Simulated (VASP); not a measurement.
Input of a VASP 6.6.1 run:

INCAR

```
PREC = Accurate ; ENCUT = 520
EDIFF = 1E-6 ; ISMEAR = 0
SIGMA = 0.1 ; LREAL = False
LASPH = True ; NELM = 150
ALGO = Fast ; ISIF = 2
LWAVE = False ; LCHARG = True
ISPIN = 2 ; MAGMOM = 0.38 0 0
LORBIT = 11 ; LMAXMIX = 4
GGA = PE ; LELF = True
LVHAR = True ; NBANDS = 28
```

The input KPOINTS:

```
Automatic mesh
0
Gamma
  18 18 6
```

Contents of POSCAR:

```
TiAg2
1.0
    2.8976226916     -0.0000000030      0.0000000000
   -1.4488113432      2.5094148630      0.0000000000
    0.0000000000      0.0000000000      7.2423791009
Ti Ag
1 2
Direct
    0.0000000000      0.0000000000      0.5000000000
    0.3333333333      0.6666666667      0.8291484204
    0.6666666667      0.3333333333      0.1708515796
```

Potentials or basis: VASP PAW PBE potentials, release 64 (Ti_sv, Ag).

Run with:

```console
$ cat potpaw_PBE.64/Ti_sv/POTCAR potpaw_PBE.64/Ag/POTCAR > POTCAR
$ mpirun -np 1 vasp_std > vasp.out
```

Task: Predict the largest force.

Result: 0.005 eV/Å.

Task: Predict the pressure.

Result: -0.2 GPa.

Task: Estimate the band gap on the k mesh.

Result: Zero (filled and empty bands overlap).

Forces on the atoms (eV/Å):
```
Ti   0.000  0.000  0.000
Ag   0.000  0.000  0.005
Ag   0.000  0.000 -0.005
```
